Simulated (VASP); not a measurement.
# C (C2/m) in VASP: vibrations by perturbation theory with PBEsol

Aim: the vibrations by perturbation theory of C with PBEsol.

Everything below comes from runs of VASP 6.6.1. Logs are shortened: lines on timing, memory, paths and dates and some standing lists are left out, and cuts for length are marked.

**1. The cell of the first run**

The typed cell holds 2 atoms: a = 2.434 Å, b = 2.434 Å, c = 3.176 Å, α = 112.50°, β = 112.50°, γ = 60.00°.

**2. Vibrations by perturbation theory, PBEsol**

INCAR

```
PREC = Accurate
ENCUT = 520
EDIFF = 1E-8
ISMEAR = 0
SIGMA = 0.01
LREAL = False
LASPH = True
NELM = 60
ALGO = Normal
ISIF = 2
LWAVE = False
LCHARG = False
GGA = PS
NBANDS = 11
IBRION = 8
NSW = 1
```

KPOINTS

```
Automatic mesh
0
Gamma
  18 18 12
```

POSCAR

```
C
1.0
    2.1074583196     -1.2167695235     -0.0110102657
    2.1074583196      1.2167695235     -0.0110102657
   -1.3885313171      0.0000000000      2.8568563435
C
2
Direct
    0.8337344703      0.8337344703      0.0011943699
    0.1662655297      0.1662655297      0.9988056301
```

Potentials or basis: VASP PAW PBE potentials, release 64 (C).

On the command line:

```console
> cat potpaw_PBE.64/C/POTCAR > POTCAR
> mpirun -np 1 vasp_std > vasp.out
```

OUTCAR:

```text
PREC = Accurate
   ENCUT = 520
   EDIFF = 1E-8
   ISMEAR = 0
   LREAL = False
   LASPH = True
   NELM = 60
   ISIF = 2
   GGA = PS
   IBRION = 8
   NSW = 1

 ion  position               nearest neighbor table
   1  0.834  0.834  0.001-   2 1.40   2 1.41   2 1.41
   2  0.166  0.166  0.999-   1 1.40   1 1.41   1 1.41

  LATTYP: Found a base centered monoclinic cell.
 ALAT       =     4.2149741612
 B/A-ratio  =     0.5773556264
 C/A-ratio  =     0.7536037966
 COS(beta)  =    -0.4418299129

  Lattice vectors:

 A1 = (   2.1074583196,  -1.2167695235,  -0.0110102657)
 A2 = (   2.1074583196,   1.2167695235,  -0.0110102657)
 A3 = (  -1.3885313171,   0.0000000000,   2.8568563435)

Analysis of symmetry for initial positions (statically):
=====================================================================
 Subroutine PRICEL returns:
 Original cell was already a primitive cell.

 Routine SETGRP: Setting up the symmetry group for a
 base centered monoclinic supercell.

 Subroutine GETGRP returns: Found  4 space group operations
 (whereof  4 operations were pure point group operations)
 out of a pool of  4 trial point group operations.

The static configuration has the point symmetry C_2h.

Analysis of symmetry for dynamics (positions and initial velocities):
=====================================================================
 Subroutine PRICEL returns:
 Original cell was already a primitive cell.

 Routine SETGRP: Setting up the symmetry group for a
 base centered monoclinic supercell.

 Subroutine GETGRP returns: Found  4 space group operations
 (whereof  4 operations were pure point group operations)
 out of a pool of  4 trial point group operations.

The dynamic configuration has the point symmetry C_2h.

 Subroutine INISYM returns: Found  4 space group operations
 (whereof  4 operations are pure point group operations),
 and found     1 'primitive' translations

----------------------------------------------------------------------------------------

                                     Primitive cell

  volume of cell :      14.6144

  direct lattice vectors                    reciprocal lattice vectors
     2.107458320 -1.216769524 -0.011010266     0.237856594 -0.410924165  0.115606559
     2.107458320  1.216769524 -0.011010266     0.237856594  0.410924165  0.115606559
    -1.388531317  0.000000000  2.856856344     0.001833389  0.000000000  0.350926192

  length of vectors
     2.433522112  2.433522112  3.176420530     0.488670958  0.488670958  0.350930981

  position of ions in fractional coordinates (direct lattice)
     0.833734470  0.833734470  0.001194370
     0.166265530  0.166265530  0.998805630

  ion indices of the primitive-cell ions
   primitive index   ion index
                 1           1
                 2           2

----------------------------------------------------------------------------------------

 KPOINTS: Automatic mesh

Automatic generation of k-mesh.
 Grid dimensions read from file:
 generate k-points for:   18   18   12

 Generating k-lattice:

  Cartesian coordinates                     Fractional coordinates (reciprocal lattice)
     0.013214255 -0.022829120  0.006422587     0.055555556  0.000000000  0.000000000
     0.013214255  0.022829120  0.006422587     0.000000000  0.055555556  0.000000000
     0.000152782  0.000000000  0.029243849    -0.000000000 -0.000000000  0.083333333

  Length of vectors
     0.027148387  0.027148387  0.029244248

  Shift w.r.t. Gamma in fractional coordinates (k-lattice)
     0.000000000  0.000000000  0.000000000

 Subroutine IBZKPT returns following result:
 ===========================================

 Found   1037 irreducible k-points:

 Following reciprocal coordinates:
            Coordinates               Weight
  0.000000  0.000000  0.000000      1.000000
  0.055556 -0.000000  0.000000      4.000000
  0.111111 -0.000000  0.000000      4.000000
  0.166667 -0.000000  0.000000      4.000000
  0.222222 -0.000000  0.000000      4.000000
  0.277778 -0.000000  0.000000      4.000000
[... 16 lines left out ...]
 -0.277778  0.055556 -0.000000      4.000000
[... 32 lines left out ...]
   NUPDOWN=      -1.0000    fix difference up-down
   EMIN   =  10.00;   EMAX   =-10.00  energy-range for DOS
   EFERMI =   0.00;   METHOD = LEGACY
   ISMEAR =     0;   SIGMA  =   0.01  broadening in eV -4-tet -1-fermi 0-gaus
   EFERMI_NEDOS =   21; number of points for ismear=-14 and -15
   IALGO  =     38    algorithm
   IMIX   =      4    mixing-type and parameters
     AMIX     =   0.40;   BMIX     =  1.00
     AMIX_MAG =   1.60;   BMIX_MAG =  1.00
  volume/ion in A,a.u.               =       7.31        49.31
  Fermi-wavevector in a.u.,A,eV,Ry     =   1.339197  2.530714 24.401333  1.793447
  Thomas-Fermi vector in A             =   2.467607
   LORBIT       =      0    0 simple, 1 ext, 2 COOP (PROOUT), +10 PAW based schemes
   GGA     = PS    functional components
   LHFCALC =     F    Hartree Fock is set to
   AEXX    =    0.0000 exact exchange contribution
   IVDW    =     0    specifies the selected vdW correction
   LEPSILON=     F    determine dielectric tensor
   LRPA    =     F    only Hartree local field effects (RPA)
 non-spin polarized calculation
 Gauss-broadening in eV      SIGMA  =   0.01
  energy-cutoff  :      520.00
  volume of cell :       14.61
 maximum number of plane-waves:       408
   NGX =  9   NGY =  9   NGZ = 11

--------------------------------------- Ionic step        1  -------------------------------------------

 number of electron       8.0000001 magnetization

 Free energy of the ion-electron system (eV)
  ---------------------------------------------------
  ext. energy  EPLUGINS =         0.00000000
  ---------------------------------------------------
  free energy    TOTEN  =       -19.16680214 eV

  energy without entropy =      -19.16680214  energy(sigma->0) =      -19.16680214

 E-fermi :   6.5708     XC(G=0): -11.7499

 val. band max:        6.4774778521   @ k =  -0.2778   0.3333   0.0833
 cond. band min:       6.7115853913   @ k =  -0.3333   0.3889   0.4167
 fundamental gap:      0.2341075392
 Fermi energy:         6.5707842175

 k-point     1 :       0.0000    0.0000    0.0000
  band No.  band energies     occupation
      1     -13.8163      2.00000
      2       0.9056      2.00000
      3       3.5512      2.00000
      4       3.5516      2.00000
      5      12.2965      0.00000
      6      15.1137      0.00000
      7      15.1158      0.00000
      8      18.0231      0.00000
      9      20.3058      0.00000
     10      29.6863      0.00000
     11      33.7464      0.00000
[... 309 lines left out ...]
 k-point    24 :      -0.2222    0.0556   -0.0000
  band No.  band energies     occupation
      1     -12.1984      2.00000
      2      -0.9416      2.00000
      3       1.2573      2.00000
      4       2.4358      2.00000
      5      13.2937      0.00000
      6      14.3464      0.00000
      7      15.6304      0.00000
      8      19.9472      0.00000
      9      22.7998      0.00000
     10      25.8402      0.00000
     11      29.4002      0.00000

 [... further k-points ...]

------------------------ aborting loop because EDIFF is reached ----------------------------------------

  FORCE on cell =-STRESS in cart. coord.  units (eV):
  Direction    XX          YY          ZZ          XY          YZ          ZX
  --------------------------------------------------------------------------------------
  -------------------------------------------------------------------------------------
  Total        1.4849897      1.4852785      1.3573668      0.0000000      0.0000000     -0.0005993
  in kB      162.7992845    162.8309421    148.8079965      0.0000000      0.0000000     -0.0656972
  external PRESSURE =     158.1460743 kB  Pullay stress =       0.0000000 kB

 VOLUME and BASIS-vectors are now :
 -----------------------------------------------------------------------------
  energy-cutoff  :      520.00
  volume of cell :       14.61
      direct lattice vectors                 reciprocal lattice vectors
     2.107458320 -1.216769524 -0.011010266     0.237856594 -0.410924165  0.115606559
     2.107458320  1.216769524 -0.011010266     0.237856594  0.410924165  0.115606559
    -1.388531317  0.000000000  2.856856344     0.001833389  0.000000000  0.350926192

 POSITION                                       TOTAL-FORCE (eV/Angst)
 -----------------------------------------------------------------------------------
      3.51246      0.00000     -0.01495        -0.000126      0.000000      0.000116
     -0.68608      0.00000      2.84978         0.000126      0.000000     -0.000116
 -----------------------------------------------------------------------------------
    total drift:                                0.000000      0.000000     -0.000000

  FREE ENERGIE OF THE ION-ELECTRON SYSTEM (eV)
  ---------------------------------------------------
  free  energy   TOTEN  =       -19.1668021407 eV

  energy  without entropy=      -19.1668021407  energy(sigma->0) =      -19.16680214

[... ionic steps 2 to 3 ...]

--------------------------------------- Ionic step        4  -------------------------------------------

------------------------ aborting loop because EDIFF is reached ----------------------------------------

--------------------------------------- Ionic step        5  -------------------------------------------

------------------------ aborting loop because EDIFF is reached ----------------------------------------

--------------------------------------- Ionic step        6  -------------------------------------------

 Free energy of the ion-electron system (eV)
  ---------------------------------------------------
  ---------------------------------------------------
  free energy    TOTEN  =        -0.11846866 eV

  energy without entropy =       -0.11846866

------------------------ aborting loop because EDIFF is reached ----------------------------------------

 INTERNAL STRAIN TENSOR  FOR ION    1  DIRECTION 3   (eV/Angst):
 -----------------------------------------------------------------------------
     0.06710  0.00000  0.02683
     0.00000  0.61871  0.00000
    -0.03500  0.00000 -1.41658

 INTERNAL STRAIN TENSOR FOR ION    2 for displacements in x,y,z  (eV/Angst):
          X           Y           Z          XY          YZ          ZX
  --------------------------------------------------------------------------------
  x   -15.25916    15.18928     0.08573     0.00000     0.00000     0.55652
  y     0.00000     0.00000     0.00000    14.85717     0.40153     0.00000
  z    -0.06710    -0.61871     1.41658     0.00000     0.00000    -0.02683

 SECOND DERIVATIVES (NOT SYMMETRIZED)
 ------------------------------------
               1X          1Y          1Z          2X          2Y          2Z
  1X   -59.328324    0.000000    0.297776   59.328324    0.000000   -0.297776
  1Y     0.000000  -58.532385    0.000000    0.000000   58.532385    0.000000
  1Z     0.296461    0.000000  -15.441764   -0.296461    0.000000   15.441764
  2X    59.328324    0.000000   -0.297776  -59.328324    0.000000    0.297776
  2Y     0.000000   58.532385    0.000000    0.000000  -58.532385    0.000000
  2Z    -0.296461    0.000000   15.441764    0.296461    0.000000  -15.441764

 Eigenvectors and eigenvalues of the dynamical matrix
 ----------------------------------------------------

   1 f  =   49.137668 THz   308.741075 2PiTHz 1639.056185 cm-1   203.216976 meV
             X         Y         Z           dx          dy          dz
      3.512463  0.000000 -0.014947    -0.707091    0.000000    0.004787
     -0.686078  0.000000  2.849783     0.707091   -0.000000   -0.004787
[... 11 lines left out ...]
   4 f  =    0.000001 THz     0.000006 2PiTHz    0.000031 cm-1     0.000004 meV
             X         Y         Z           dx          dy          dz
      3.512463  0.000000 -0.014947    -0.082635    0.160689   -0.683630
     -0.686078  0.000000  2.849783    -0.082635    0.160689   -0.683630

   5 f/i=    0.000000 THz     0.000002 2PiTHz    0.000011 cm-1     0.000001 meV
             X         Y         Z           dx          dy          dz
      3.512463  0.000000 -0.014947     0.659319    0.254767   -0.019813
     -0.686078  0.000000  2.849783     0.659319    0.254767   -0.019813

   6 f/i=    0.000001 THz     0.000004 2PiTHz    0.000023 cm-1     0.000003 meV
             X         Y         Z           dx          dy          dz
      3.512463  0.000000 -0.014947    -0.241806    0.639744    0.179602
     -0.686078  0.000000  2.849783    -0.241806    0.639744    0.179602

--------------------------------------------------------------------------------------------------------

 ELASTIC MODULI CONTR FROM IONIC RELAXATION (kBar)
 Direction    XX          YY          ZZ          XY          YZ          ZX
 --------------------------------------------------------------------------------
 XX        -430.4035    427.7340      3.8612     -0.0000     -0.0000     15.6674
 YY         427.7340   -428.4165      3.0535      0.0000      0.0000    -15.7127
 ZZ           3.8612      3.0535    -14.2703      0.0000      0.0000      0.1537
 XY          -0.0000      0.0000      0.0000   -413.4328    -11.1733      0.0000
 YZ          -0.0000      0.0000      0.0000    -11.1733     -0.3020      0.0000
 ZX          15.6674    -15.7127      0.1537      0.0000      0.0000     -0.5764
 --------------------------------------------------------------------------------
```

It took 8.9 min on 1 thread of Oxide Virtual Turin-like, shared host; peak memory 0.59 GiB.

Results:

| Item | Value |
| --- | --- |
| Highest phonon frequency at Γ | 1639 cm⁻¹ |

Phonon frequencies in cm⁻¹ (negative: imaginary):
```csv
q point,frequencies
"(0.000, 0.000, 0.000)",0 0 0 836 1628 1639
```

Caveat: the cell wasn't relaxed at this level first, which shifts response properties; the PAW data sets were made with another functional, which shifts forces and pressure a little.
